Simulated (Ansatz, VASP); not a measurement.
# Two plane-wave programs on Ga

```
CELL_PARAMETERS angstrom
4.46105 0.00000 0.00000
-2.23053 3.86339 0.00000
0.00000 0.00000 2.72846
ATOMIC_POSITIONS crystal
Ga 0.33333 0.66667 0.50000
Ga 0.66667 0.33333 0.50000
```

Alike in both runs: functional PBE; k mesh 6 × 6 × 6; occupations gaussian, width 0.1 eV; no spin polarisation.

Ansatz relaxed the structure, and its values are those at the end. VASP's run is a single point on that final structure, the one shown.

|  | VASP | Ansatz |
| --- | --- | --- |
| version | VASP 6.6.1 | Ansatz 0.2.0 |
| potentials or method | VASP PAW PBE potentials, release 64 (Ga_d), cutoff 520 eV | scalar-relativistic, plane waves, PAW |
| valence electrons in the cell | 26 | 26 |

```tsv
	VASP	Ansatz	Ansatz less VASP
gap on the k mesh at the Fermi level (eV)	none	none	-
pressure (GPa)	0.2	0.0	-0.14
```

A gap of «none» marks a metal or a gap that the smearing closes.

The k mesh is coarse, so the values compare programs but aren't converged.
